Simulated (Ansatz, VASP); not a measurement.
Two plane-wave programs on Nb

```
Nb
1.0
     0.04230    2.13615    2.13615
     2.13615    0.04230    2.13615
     2.13615    2.13615    0.04230
Nb
1
Direct
  0.00000 0.00000 0.00000
```

Change from the starting cell: equal xy, yz and zx shear strains of +2 %, PAW files.

Alike in both runs: task electric field gradients; functional PBE; k mesh 13 × 13 × 13; occupations fermi-dirac, width 0.08 eV; no spin polarisation.

|  | VASP | Ansatz |
| --- | --- | --- |
| version | VASP 6.6.1 | Ansatz 0.2.0 |
| potentials or method | VASP PAW PBE potentials, release 64 (Nb_sv) | PAW with Ansatz's default frozen-core files, scalar-relativistic |
| plane-wave cutoff (eV) | 520 | 420 |
| valence electrons in the cell | 13 | 13 |

|  | VASP | Ansatz | Ansatz less VASP |
| --- | --- | --- | --- |
| pressure (GPa) | -1.5 | -1.1 | +0.32 |
| traceless stress, the component that is largest in VASP (GPa) | 0.78 | 0.80 | +0.018 |
| size of Vzz on the site where it differs most (V/Å²) | 4.9 | 3.8 | -1.07 |

With one functional, cell and mesh, what is left measures potentials, basis and numerics.
